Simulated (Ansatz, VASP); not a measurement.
BN in VASP and in Ansatz

INCAR

```
PREC = Accurate ; ENCUT = 520
EDIFF = 1E-6 ; ISMEAR = -1
SIGMA = 0.03 ; LREAL = False
LASPH = True ; NELM = 100
ALGO = Normal ; ISIF = 2
LWAVE = False ; LCHARG = False
GGA = PS ; NBANDS = 11
```

Contents of KPOINTS:

```
regular mesh
0
Gamma
  13 13 13
```

File POSCAR:

```
BN
1.0
    0.0361500000      1.8255750000      1.8255750000
    1.8255750000      0.0361500000      1.8255750000
    1.8255750000      1.8255750000      0.0361500000
B N
1 1
Direct
    0.0000000000      0.0000000000      0.0000000000
    0.7500000000      0.7500000000      0.7500000000
```

Input for Ansatz:

```yaml
crystal:
  lattice:
    - [0.03615, 1.825575, 1.825575]
    - [1.825575, 0.03615, 1.825575]
    - [1.825575, 1.825575, 0.03615]
  atoms:
    - { symbol: B, position: [0.0, 0.0, 0.0] }
    - { symbol: "N", position: [0.75, 0.75, 0.75] }
kpoints:
  mp_grid: { grid: [13, 13, 13] }
  band_path:
    path:
      - [0.0, 0.0, 0.0]
      - [-0.5, -0.5, -0.5]
      - [-0.5, -0.2451701269, -0.7548298731]
      - [-0.2451701269, 0.2451701269, -0.5]
      - [0.0, 0.0, -0.5]
      - [0.0, 0.0, 0.0]
      - [0.0, 0.3725850634, -0.3725850634]
      - [-0.3725850634, 0.0, -0.6274149366]
      - [-0.5, 0.0, -0.5]
    npoints: 5
scf:
  occupations: { method: fermi_dirac, width: 0.03 }
hamiltonian:
  xc: pbesol
  pseudopotentials: { kind: all_electron, lapw: { basis_error: 0.001 } }
output:
  forces: true
  stress: true
  eigenvalues: true
```

Change from the starting cell: equal xy, yz and zx shear strains of +2 %.

Alike in both runs: task single point; functional PBEsol; k mesh 13 × 13 × 13; occupations fermi-dirac, width 0.03 eV; no spin polarisation.

|  | VASP | Ansatz |
| --- | --- | --- |
| version | VASP 6.6.1 | Ansatz 0.2.0 |
| potentials or method | VASP PAW PBE potentials, release 64 (B, N), cutoff 520 eV | all-electron LAPW, scalar-relativistic |

|  | VASP | Ansatz | Ansatz less VASP |
| --- | --- | --- | --- |
| gap on the k mesh at the Fermi level (eV) | 4.29 | 4.29 | +0.008 |
| pressure (GPa) | -1.8 | -2.4 | -0.58 |
| traceless stress, the component that is largest in VASP (GPa) | -8.90 | -8.83 | +0.071 |
| rms of the force components (eV/Å) | 0.020 | 0.016 | -0.0045 |

VASP's potentials were made for PBE, not for PBEsol. Atom by atom the forces differ by 0.005 eV/Å (rms over components). Ansatz ran all-electron here, and VASP with PAW potentials.
